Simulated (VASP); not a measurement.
Wanted: the native input for a VASP 6.6.1 run.

```
Task                   : single point
Functional             : r2SCAN
Potentials or basis    : VASP PAW PBE potentials, release 64 (Cs_sv, H)
Cutoff                 : 520 eV
k mesh                 : 6 × 6 × 6
Occupations            : gaussian, width 0.05 eV
Spin                   : no spin polarisation
Dipole correction      : no
Further INCAR settings : ALGO = Normal; EDIFF = 1e-07; NBANDS = 12
```

CsH:

```
Cs H
1.0
     0.05978    3.18800    3.18800
     3.18800    0.05978    3.18800
     3.24777    3.24777    0.00000
Cs H
1 1
Cartesian
  0.0000 0.0000 0.0000
  3.2478 3.2478 3.1880
```

This cell differs from its parent crystal: strain +0.0375 x Voigt [0, 0, 0, 0, 0, 1].

These files were run (other wordings do the same):

POSCAR

```
CsH
1.0
    0.0597750000      3.1880000000      3.1880000000
    3.1880000000      0.0597750000      3.1880000000
    3.2477750000      3.2477750000      0.0000000000
Cs H
1 1
Direct
    0.0000000000      0.0000000000      0.0000000000
    0.5000000000      0.5000000000      0.5000000000
```

INCAR.step1

```
SYSTEM = CsH
ALGO = Normal
EDIFF = 1E-4
ENCUT = 520
GGA = PE
ISMEAR = 0
LASPH = .TRUE.
LCHARG = .FALSE.
LREAL = .FALSE.
LWAVE = .TRUE.
NBANDS = 12
NELM = 100
PREC = Accurate
SIGMA = 0.05
```

INCAR.step2

```
SYSTEM = CsH
ALGO = Normal
EDIFF = 1E-7
ENCUT = 520
ISIF = 2
ISMEAR = 0
ISTART = 1
LASPH = .TRUE.
LCHARG = .FALSE.
LMIXTAU = .TRUE.
LREAL = .FALSE.
LWAVE = .FALSE.
METAGGA = R2SCAN
NBANDS = 12
NELM = 100
PREC = Accurate
SIGMA = 0.05
```

KPOINTS

```
k-points
0
G
  6 6 6
  0 0 0
```

Potentials or basis: VASP PAW PBE potentials, release 64 (Cs_sv, H).

Command:

```sh
$ cat potpaw_PBE.64/Cs_sv/POTCAR potpaw_PBE.64/H/POTCAR > POTCAR
$ cp INCAR.step1 INCAR
$ mpirun -np 1 vasp_std > vasp.out
$ cp INCAR.step2 INCAR
$ mpirun -np 1 vasp_std > vasp.out
```

Results of the run:

```yaml
Pressure: 0.0 GPa
Band_gap_on_the_k_mesh: 2.65 eV
```

Caveat: the cell differs from its parent crystal (strain +0.0375 x Voigt [0, 0, 0, 0, 0, 1]); the PAW data sets were made with another functional, which shifts forces and pressure a little; spin-orbit coupling is left out, which moves the levels of the heavy elements.

Run time: 97 s on 1 thread of Intel(R) Xeon(R) Platinum 8488C (Sapphire Rapids), with other jobs on the host, peak memory 0.23 GiB.
